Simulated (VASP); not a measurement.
Crystal: Ni.

```
Ni
1.0
     2.59355    0.00000    0.00000
    -1.29678    2.24608    0.00000
     0.00000    0.00000    4.18214
Ni
2
Cartesian
  -0.0001 1.4975 1.0455
  1.2966 0.7486 3.1366
```

| Quantity | Value |
| --- | --- |
| Program | VASP 6.6.1 |
| Task | relaxation of cell and atoms |
| Functional | r2SCAN |
| Potentials or basis | VASP PAW PBE potentials, release 64 (Ni) |
| Cutoff | 600 eV |
| k mesh | 10 × 10 × 6 |
| Occupations | methfessel-paxton, width 0.0149 eV |
| Spin | collinear spin, ferromagnetic start |
| Starting moments | [2.0, 2.0] μB |

At the start: pressure -21.9 GPa; volume 12.18 Å³/atom.

Where does the relaxation end?

Over 9 steps the energy falls by 137.5 meV/atom and the volume is 10.56 Å³/atom (-13.3 %); space group P6_3/mmc (No. 194, to 0.05 Å); moment 1.36 μB per cell.

The path:
| step | energy change (eV) | largest force (eV/Å) | pressure (GPa) | volume (Å³) |
| --- | --- | --- | --- | --- |
| 1 | 0.0000 | 0.0001 | -21.93 | 24.36 |
| 2 | -0.0867 | 0.0003 | 30.76 | 18.94 |
| 3 | -0.2704 | 0.0002 | 0.00 | 21.10 |
| 4 | -0.2704 | 0.0002 | 0.64 | 21.04 |
| 5 | -0.2748 | 0.0002 | 0.30 | 21.08 |
| 6 | -0.2749 | 0.0002 | 0.27 | 21.08 |
| 7 | -0.2749 | 0.0002 | 0.26 | 21.08 |
| 8 | -0.2749 | 0.0001 | -0.26 | 21.13 |
| 9 | -0.2749 | 0.0002 | -0.04 | 21.11 |

Final structure:
```
Ni
1.0
     2.44215    0.00000    0.00000
    -1.22108    2.11498    0.00000
     0.00000    0.00000    4.08761
Ni
2
Direct
  0.33330 0.66669 0.25000
  0.66660 0.33331 0.75000
```

Caveat: the PAW data sets were made with another functional, which shifts forces and pressure a little.
